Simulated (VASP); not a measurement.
# BaH2 (P6_3/mmc) in VASP: a series of runs

The runs below take BaH2 through single point, with PBEsol.

All numbers are computed with VASP 6.6.1; they aren't measurements. Logs are shortened: lines on timing, memory, paths and dates and some standing lists are left out, and cuts for length are marked.

## 1. The cell of the first run

The structure is hexagonal, space group P6_3/mmc (No. 194). The conventional cell has a = 4.414 Å, b = 4.414 Å, c = 5.892 Å, α = 90.00°, β = 90.00°, γ = 120.00°. Ba (site symmetry -6m2) has 11 H at 2.55 to 2.95 Å within 3.4 Å. H (site symmetry -6m2) has 5 Ba at 2.55 to 2.95 Å and 6 H at 2.94 Å within 3.4 Å. H (site symmetry -3m) has 6 Ba at 2.94 Å and 8 H at 2.94 to 2.95 Å within 3.9 Å.

## 2. Single point, PBEsol (16.57 Å³/atom)

INCAR

```
PREC     = Accurate       # precision mode
ENCUT    = 520            # plane-wave cutoff, eV
EDIFF    = 1E-6           # SCF threshold, eV
ISMEAR   = 0              # smearing method
SIGMA    = 0.02           # smearing width, eV
LREAL    = False          # projectors in reciprocal space
LASPH    = True           # aspherical terms in the spheres
NELM     = 100            # most SCF steps
ALGO     = Normal         # electronic algorithm
ISIF     = 2              # what is computed and relaxed
LWAVE    = False          # write WAVECAR
LCHARG   = False          # write CHGCAR
GGA      = PS             # functional
NBANDS   = 21             # bands
```

KPOINTS

```
Automatic mesh
0
Gamma
  6 6 6
```

POSCAR

```
BaH2
1.0
    4.4135586827      0.0000000000      0.0000000000
   -2.2067793414      3.8222539403      0.0000000000
    0.0000000000      0.0000000000      5.8920067276
Ba H
2 4
Direct
    0.6666666667      0.3333333333      0.7500000000
    0.3333333333      0.6666666667      0.2500000000
    0.3333333333      0.6666666667      0.7500000000
    0.6666666667      0.3333333333      0.2500000000
    0.0000000000      0.0000000000      0.5000000000
    0.0000000000      0.0000000000      0.0000000000
```

Potentials or basis: VASP PAW PBE potentials, release 64 (Ba_sv, H).

The run is started by

```
> cat potpaw_PBE.64/Ba_sv/POTCAR potpaw_PBE.64/H/POTCAR > POTCAR
> mpirun -np 1 vasp_std > vasp.out
```

OUTCAR:

```text
PREC = Accurate
   ENCUT = 520
   EDIFF = 1E-6
   ISMEAR = 0
   LREAL = False
   LASPH = True
   NELM = 100
   ISIF = 2
   GGA = PS

 ion  position               nearest neighbor table
   1  0.667  0.333  0.750-   3 2.55   3 2.55   3 2.55   2 3.90   2 3.90   2 3.90   2 3.90   2 3.90
                             2 3.90
   2  0.333  0.667  0.250-   4 2.55   4 2.55   4 2.55   1 3.90   1 3.90   1 3.90   1 3.90   1 3.90
                             1 3.90
   3  0.333  0.667  0.750-   1 2.55   1 2.55   1 2.55
   4  0.667  0.333  0.250-   2 2.55   2 2.55   2 2.55
   5  0.000  0.000  0.500-
   6  0.000  0.000  0.000-

  LATTYP: Found a hexagonal cell.
 ALAT       =     4.4135586827
 C/A-ratio  =     1.3349786762

  Lattice vectors:

 A1 = (   4.4135586827,   0.0000000000,   0.0000000000)
 A2 = (  -2.2067793414,   3.8222539403,   0.0000000000)
 A3 = (   0.0000000000,   0.0000000000,   5.8920067276)

Analysis of symmetry for initial positions (statically):
=====================================================================
 Subroutine PRICEL returns:
 Original cell was already a primitive cell.

 Routine SETGRP: Setting up the symmetry group for a
 hexagonal supercell.

 Subroutine GETGRP returns: Found 24 space group operations
 (whereof 12 operations were pure point group operations)
 out of a pool of 24 trial point group operations.

The static configuration has the point symmetry D_3d.
 The point group associated with its full space group is D_6h.

Analysis of symmetry for dynamics (positions and initial velocities):
=====================================================================
 Subroutine PRICEL returns:
 Original cell was already a primitive cell.

 Routine SETGRP: Setting up the symmetry group for a
 hexagonal supercell.

 Subroutine GETGRP returns: Found 24 space group operations
 (whereof 12 operations were pure point group operations)
 out of a pool of 24 trial point group operations.

The dynamic configuration has the point symmetry D_3d.
 The point group associated with its full space group is D_6h.

 Subroutine INISYM returns: Found 24 space group operations
 (whereof 12 operations are pure point group operations),
 and found     1 'primitive' translations

----------------------------------------------------------------------------------------

                                     Primitive cell

  volume of cell :      99.3966

  direct lattice vectors                    reciprocal lattice vectors
     4.413558683  0.000000000  0.000000000     0.226574534  0.130812868  0.000000000
    -2.206779341  3.822253940  0.000000000     0.000000000  0.261625736  0.000000000
     0.000000000  0.000000000  5.892006728     0.000000000  0.000000000  0.169721463

  length of vectors
     4.413558683  4.413558683  5.892006728     0.261625736  0.261625736  0.169721463

  position of ions in fractional coordinates (direct lattice)
     0.666666667  0.333333333  0.750000000
     0.333333333  0.666666667  0.250000000
     0.333333333  0.666666667  0.750000000
     0.666666667  0.333333333  0.250000000
     0.000000000  0.000000000  0.500000000
     0.000000000  0.000000000  0.000000000

  ion indices of the primitive-cell ions
   primitive index   ion index
                 1           1
                 2           2
                 3           3
                 4           4
                 5           5
                 6           6

----------------------------------------------------------------------------------------

 KPOINTS: Automatic mesh

Automatic generation of k-mesh.
 Grid dimensions read from file:
 generate k-points for:    6    6    6

 Generating k-lattice:

  Cartesian coordinates                     Fractional coordinates (reciprocal lattice)
     0.037762422  0.021802145  0.000000000     0.166666667  0.000000000  0.000000000
     0.000000000  0.043604289  0.000000000     0.000000000  0.166666667  0.000000000
     0.000000000  0.000000000  0.028286910     0.000000000  0.000000000  0.166666667

  Length of vectors
     0.043604289  0.043604289  0.028286910

  Shift w.r.t. Gamma in fractional coordinates (k-lattice)
     0.000000000  0.000000000  0.000000000

 Subroutine IBZKPT returns following result:
 ===========================================

 Found     28 irreducible k-points:

 Following reciprocal coordinates:
            Coordinates               Weight
  0.000000  0.000000  0.000000      1.000000
  0.166667 -0.000000  0.000000      6.000000
  0.333333 -0.000000  0.000000      6.000000
  0.500000 -0.000000  0.000000      3.000000
  0.166667  0.166667  0.000000      6.000000
  0.333333  0.166667  0.000000     12.000000
[... 16 lines left out ...]
  0.166667 -0.000000  0.500000      6.000000
  0.333333 -0.000000  0.500000      6.000000
 [... further k-points ...]
   k-points           NKPTS =     28   k-points in BZ     NKDIM =     28   number of bands    NBANDS=     21
   number of dos      NEDOS =    301   number of ions     NIONS =      6
   total plane-waves  NPLWV =  62208
   dimension x,y,z NGX =    36 NGY =   36 NGZ =   48
   dimension x,y,z NGXF=    72 NGYF=   72 NGZF=   96
   ions per type =               2   4
   NGX,Y,Z   is equivalent  to a cutoff of  13.56, 13.56, 13.54 a.u.
   NGXF,Y,Z  is equivalent  to a cutoff of  27.12, 27.12, 27.09 a.u.
 SYSTEM =  unknown system
   PREC   = accura    normal or accurate (medium, high low for compatibility)
   ISTART =      0    job   : 0-new  1-cont  2-samecut
   ICHARG =      2    charge: 1-file 2-atom 10-const
   ISPIN  =      1    spin polarized calculation?
   LNONCOLLINEAR =      F non collinear calculations
   LSORBIT =      F    spin-orbit coupling
   LASPH  =      T    aspherical Exc in radial PAW
   ENCUT  =  520.0 eV  38.22 Ry    6.18 a.u.   8.21  8.21 10.96*2*pi/ulx,y,z
   NELM   =    100;   NELMIN=  2; NELMDL= -5     # of ELM steps
   EDIFF  = 0.1E-05   stopping-criterion for ELM
   LREAL  =      F    real-space projection
   EDIFFG = 0.1E-04   stopping-criterion for IOM
   NSW    =      0    number of steps for IOM
   IBRION =     -1    ionic relax: 0-MD 1-quasi-New 2-CG
   NFREE  =      0    steps in history (QN), initial steepest desc. (CG)
   ISIF   =      2    stress and relaxation
   ISYM   =      2    0-nonsym 1-usesym 2-fastsym
   POTIM  = 0.5000    time-step for ionic-motion
   TEBEG  =    0.0;   TEEND  =   0.0 temperature during run
   PSTRESS=    0.0 pullay stress
   NELECT =      24.0000    total number of electrons
   NUPDOWN=      -1.0000    fix difference up-down
   EMIN   =  10.00;   EMAX   =-10.00  energy-range for DOS
   EFERMI =   0.00;   METHOD = LEGACY
   ISMEAR =     0;   SIGMA  =   0.02  broadening in eV -4-tet -1-fermi 0-gaus
   EFERMI_NEDOS =   21; number of points for ismear=-14 and -15
   IALGO  =     38    algorithm
   IMIX   =      4    mixing-type and parameters
     AMIX     =   0.40;   BMIX     =  1.00
     AMIX_MAG =   1.60;   BMIX_MAG =  1.00
  volume/ion in A,a.u.               =      16.57       111.79
  Fermi-wavevector in a.u.,A,eV,Ry     =   1.019424  1.926431 14.139508  1.039224
  Thomas-Fermi vector in A             =   2.152937
   LORBIT       =      0    0 simple, 1 ext, 2 COOP (PROOUT), +10 PAW based schemes
   GGA     = PS    functional components
   LHFCALC =     F    Hartree Fock is set to
   AEXX    =    0.0000 exact exchange contribution
   IVDW    =     0    specifies the selected vdW correction
   LEPSILON=     F    determine dielectric tensor
   LRPA    =     F    only Hartree local field effects (RPA)
 non-spin polarized calculation
 Gauss-broadening in eV      SIGMA  =   0.02
  energy-cutoff  :      520.00
  volume of cell :       99.40
 maximum number of plane-waves:      2700
 NGX is ok and might be reduce to    36
   NGX = 17   NGY = 17   NGZ = 21

 number of electron      23.9999999 magnetization

 Free energy of the ion-electron system (eV)
  ---------------------------------------------------
  ext. energy  EPLUGINS =         0.00000000
  ---------------------------------------------------
  free energy    TOTEN  =       -20.46559194 eV

  energy without entropy =      -20.46559194  energy(sigma->0) =      -20.46559194

 E-fermi :   1.4364     XC(G=0):  -9.0346

 val. band max:        1.2514378714   @ k =   0.0000   0.0000   0.1667
 cond. band min:       2.7421167710   @ k =   0.3333   0.3333   0.5000
 fundamental gap:      1.4906788996
 Fermi energy:         1.4363552300

 k-point     1 :       0.0000    0.0000    0.0000
  band No.  band energies     occupation
      1     -25.7793      2.00000
      2     -25.5548      2.00000
      3     -11.7148      2.00000
      4     -10.7940      2.00000
      5     -10.7940      2.00000
      6     -10.4904      2.00000
[... 13 lines left out ...]
     20       7.0570      0.00000
     21       7.0570      0.00000

 k-point     2 :       0.1667   -0.0000    0.0000
  band No.  band energies     occupation
      1     -25.7567      2.00000
      2     -25.5586      2.00000
      3     -11.6282      2.00000
      4     -10.9391      2.00000
      5     -10.8498      2.00000
      6     -10.6592      2.00000
[... 13 lines left out ...]
     20       7.7715      0.00000
     21       8.1660      0.00000

 k-point     3 :       0.3333   -0.0000    0.0000
  band No.  band energies     occupation
      1     -25.7034      2.00000
      2     -25.5740      2.00000
      3     -11.4074      2.00000
      4     -11.2415      2.00000
      5     -10.9475      2.00000
      6     -10.9264      2.00000
[... 13 lines left out ...]
     20       8.1876      0.00000
     21       8.9534      0.00000
[... 457 lines left out ...]
 k-point    23 :       0.1667   -0.0000    0.5000
  band No.  band energies     occupation
      1     -25.6587      2.00000
      2     -25.6587      2.00000
      3     -11.2685      2.00000
      4     -11.2685      2.00000
      5     -10.6724      2.00000
      6     -10.6724      2.00000
[... 13 lines left out ...]
     20       7.4127      0.00000
     21       7.9820      0.00000

 k-point    24 :       0.3333   -0.0000    0.5000
  band No.  band energies     occupation
      1     -25.6387      2.00000
      2     -25.6387      2.00000
      3     -11.5050      2.00000
      4     -11.5050      2.00000
      5     -10.7275      2.00000
      6     -10.7275      2.00000
[... 13 lines left out ...]
     20       7.3506      0.00000
     21       8.5962      0.00000

 [... further k-points ...]

------------------------ aborting loop because EDIFF is reached ----------------------------------------

  FORCE on cell =-STRESS in cart. coord.  units (eV):
  Direction    XX          YY          ZZ          XY          YZ          ZX
  --------------------------------------------------------------------------------------
  -------------------------------------------------------------------------------------
  Total       -0.1558398     -0.1558398     -0.2109827      0.0000000      0.0000000      0.0000000
  in kB       -2.5119865     -2.5119865     -3.4008369      0.0000000      0.0000000      0.0000000
  external PRESSURE =      -2.8082700 kB  Pullay stress =       0.0000000 kB

 VOLUME and BASIS-vectors are now :
 -----------------------------------------------------------------------------
  energy-cutoff  :      520.00
  volume of cell :       99.40
      direct lattice vectors                 reciprocal lattice vectors
     4.413558683  0.000000000  0.000000000     0.226574534  0.130812868  0.000000000
    -2.206779341  3.822253940  0.000000000     0.000000000  0.261625736  0.000000000
     0.000000000  0.000000000  5.892006728     0.000000000  0.000000000  0.169721463

 POSITION                                       TOTAL-FORCE (eV/Angst)
 -----------------------------------------------------------------------------------
      2.20678      1.27408      4.41901         0.000000     -0.000000      0.000000
     -0.00000      2.54817      1.47300        -0.000000      0.000000      0.000000
     -0.00000      2.54817      4.41901        -0.000000      0.000000      0.000000
      2.20678      1.27408      1.47300         0.000000      0.000000      0.000000
      0.00000      0.00000      2.94600        -0.000000      0.000000      0.000000
      0.00000      0.00000      0.00000        -0.000000      0.000000      0.000000
 -----------------------------------------------------------------------------------
    total drift:                               -0.000000      0.000000     -0.000000

  FREE ENERGIE OF THE ION-ELECTRON SYSTEM (eV)
  ---------------------------------------------------
  free  energy   TOTEN  =       -20.4655919434 eV

  energy  without entropy=      -20.4655919434  energy(sigma->0) =      -20.46559194
```

It took 95 s on 1 thread of Intel Xeon Platinum 8375C at 2.90GHz (Ice Lake), shared host; peak memory 0.25 GiB.

What came out:

- Free energy: -20.4656 eV
- Pressure: -0.3 GPa
- Band gap on the k mesh: 1.49 eV (least direct gap 2.48 eV)

Stress tensor (GPa, compression positive):
```
-0.25  0.00  0.00
 0.00 -0.25  0.00
 0.00  0.00 -0.34
```

Caveat: the PAW data sets were made with another functional, which shifts forces and pressure a little; spin-orbit coupling is left out, which moves the levels of the heavy elements.

## 3. Single point, PBEsol (17.05 Å³/atom)

This run uses another cell than the first one, of 17.05 Å³/atom.

INCAR

```
ALGO = Normal ; EDIFF = 1E-7
ENCUT = 520 ; GGA = PS
ISIF = 2 ; ISMEAR = 0
LASPH = True ; LCHARG = False
LREAL = False ; LWAVE = False
NBANDS = 21 ; NELM = 60
PREC = Accurate ; SIGMA = 0.02
```

KPOINTS

```
k-points
0
Gamma
  6 6 6
```

Edit POSCAR of step 2 so:

```diff
@@ -2,5 +2,5 @@
 1.0
-    4.4135586827      0.0000000000      0.0000000000
-   -2.2067793414      3.8222539403      0.0000000000
-    0.0000000000      0.0000000000      5.8920067276
+    4.4420686356      0.0000000000      0.0000000000
+   -2.2210343178      3.8469442837      0.0000000000
+    0.0000000000      0.0000000000      5.9860336792
 Ba H
```

Potentials or basis: VASP PAW PBE potentials, release 64 (Ba_sv, H).

The run is started by

```
> cat potpaw_PBE.64/Ba_sv/POTCAR potpaw_PBE.64/H/POTCAR > POTCAR
> mpirun -np 1 vasp_std > vasp.out
```

Wall time 1.9 min (1 thread of Intel Xeon Platinum 8375C at 2.90GHz (Ice Lake), shared host); peak memory 0.24 GiB.

The run converged. Its results:

| Item | Value |
| --- | --- |
| Free energy | -20.4531 eV |
| Pressure | -1.2 GPa |
| Band gap on the k mesh | 1.45 eV (least direct gap 2.52 eV) |

Levels at points of the mesh, in eV from the valence-band top:
```tsv
k point	band 8	band 9	band 10	band 11	band 12	band 13	band 14	band 15	band 16	band 17
(0.00, 0.00, 0.00)	-11.78	-4.43	-3.05	-0.48	0.00	2.68	2.68	3.70	3.70	3.75
(0.50, 0.00, 0.00)	-11.84	-2.66	-2.30	-1.68	-1.62	2.45	3.82	3.85	5.19	5.75
(0.00, 0.00, 0.50)	-11.97	-3.33	-3.33	-0.45	-0.45	2.51	2.51	2.51	2.51	3.96
(0.50, 0.00, 0.50)	-11.95	-2.37	-2.37	-1.36	-1.36	2.30	2.30	3.85	3.85	6.03
```

Caveat: the PAW data sets were made with another functional, which shifts forces and pressure a little; spin-orbit coupling is left out, which moves the levels of the heavy elements. A k mesh can miss the band edges.
